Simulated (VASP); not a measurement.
Wanted: the native input for a VASP 6.6.1 run.

- Task: single point
- Functional: PBE-based global hybrid
- Potentials or basis: VASP PAW PBE potentials, release 64 (Hf_pv, O)
- Cutoff: 520 eV
- k mesh: 4 × 4 × 4
- Occupations: gaussian, width 0.01 eV
- Spin: no spin polarisation
- Dipole correction: no
- Grid for exact exchange (PRECFOCK): Normal
- Share of exact exchange: 1
- Further INCAR settings: ALGO = Normal; EDIFF = 1e-07; NBANDS = 18

The system is HfO2.

```
CELL_PARAMETERS angstrom
0.00000 2.52918 2.52918
2.52918 0.00000 2.52918
2.52918 2.52918 0.00000
ATOMIC_POSITIONS crystal
Hf 0.00000 0.00000 0.00000
O 0.25000 0.25000 0.25000
O 0.75000 0.75000 0.75000
```

One way to write it, as run:

POSCAR

```
HfO2
1.0
    0.0000000000      2.5291823194      2.5291823194
    2.5291823194      0.0000000000      2.5291823194
    2.5291823194      2.5291823194      0.0000000000
Hf O
1 2
Direct
    0.0000000000      0.0000000000      0.0000000000
    0.2500000000      0.2500000000      0.2500000000
    0.7500000000      0.7500000000      0.7500000000
```

INCAR.step1

```
SYSTEM = HfO2
PREC = Accurate ; ENCUT = 520
EDIFF = 1E-5 ; ISMEAR = 0
SIGMA = 0.01 ; LREAL = .FALSE.
LASPH = .TRUE. ; NELM = 100
ALGO = Normal ; ISIF = 2
LWAVE = .TRUE. ; LCHARG = .FALSE.
NBANDS = 18 ; GGA = PE
```

INCAR.step2

```
SYSTEM = HfO2
PREC = Accurate ; ENCUT = 520
EDIFF = 1E-7 ; ISMEAR = 0
SIGMA = 0.01 ; LREAL = .FALSE.
LASPH = .TRUE. ; NELM = 100
ALGO = Normal ; ISIF = 2
LWAVE = .FALSE. ; LCHARG = .FALSE.
GGA = PE ; LHFCALC = .TRUE.
AEXX = 1.0 ; PRECFOCK = Normal
NBANDS = 18 ; ISTART = 1
ALDAC = 1.0 ; AGGAC = 1.0
```

KPOINTS

```
regular mesh
0
G
  4 4 4
  0 0 0
```

Potentials or basis: VASP PAW PBE potentials, release 64 (Hf_pv, O).

Command:

```bash
$ cat potpaw_PBE.64/Hf_pv/POTCAR potpaw_PBE.64/O/POTCAR > POTCAR
$ cp INCAR.step1 INCAR
$ mpirun -np 1 vasp_std > vasp.out
$ cp INCAR.step2 INCAR
$ mpirun -np 1 vasp_std > vasp.out
```

It gave:

```json
{"Pressure": "-25.1 GPa", "Band gap on the k mesh": "13.63 eV, direct"}
```

Caveat: the k points lie up to 0.54 Å⁻¹ apart; the PAW data sets were made with another functional, which shifts forces and pressure a little; spin-orbit coupling is left out, which moves the levels of the heavy elements.

It took 7.2 min on 1 thread of Intel(R) Xeon(R) Platinum 8488C (Sapphire Rapids), with other jobs on the host, peak memory 0.16 GiB.
